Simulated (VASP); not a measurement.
Here is a VASP 6.6.1 calculation.

POSCAR

```
Ta
1.0
   -1.6486872474      1.6486872474      1.6486872474
    1.6486872474     -1.6486872474      1.6486872474
    1.6486872474      1.6486872474     -1.6486872474
Ta
1
Direct
    0.0000000000      0.0000000000      0.0000000000
```

Contents of INCAR.step1:

```
SYSTEM = Ta
  PREC = Accurate
  ENCUT = 520
  ISMEAR = -1
  SIGMA = 0.1
  LREAL = .False.
  LASPH = .True.
  NELM = 60
  NBANDS = 12
  GGA = PE
  ALGO = Normal
  EDIFF = 1E-4
  LWAVE = .True.
  LCHARG = .False.
```

The input INCAR.step2:

```
SYSTEM = Ta
  PREC = Accurate
  ENCUT = 520
  EDIFF = 1E-6
  ISMEAR = -1
  SIGMA = 0.1
  LREAL = .False.
  LASPH = .True.
  NELM = 60
  ALGO = Normal
  ISIF = 2
  LWAVE = .False.
  LCHARG = .True.
  METAGGA = R2SCAN
  LMIXTAU = .True.
  LELF = .True.
  LVHAR = .True.
  NBANDS = 12
  ISTART = 1
```

The input KPOINTS:

```
regular mesh
0
Gamma
  14 14 14
  0 0 0
```

Potentials or basis: VASP PAW PBE potentials, release 64 (Ta_pv).

Command:

```bash
$ cat potpaw_PBE.64/Ta_pv/POTCAR > POTCAR
$ cp INCAR.step1 INCAR
$ mpirun -np 1 vasp_std > vasp.out
$ cp INCAR.step2 INCAR
$ mpirun -np 1 vasp_std > vasp.out
```

Q: Estimate the band gap on the k mesh.

A: Zero (an odd number of electrons rules out a gap without spin polarisation).

Q: Predict the pressure.

A: 2.0 GPa.

Caveat: the PAW data sets were made with another functional, which shifts forces and pressure a little; spin-orbit coupling is left out, which moves the levels of the heavy elements.
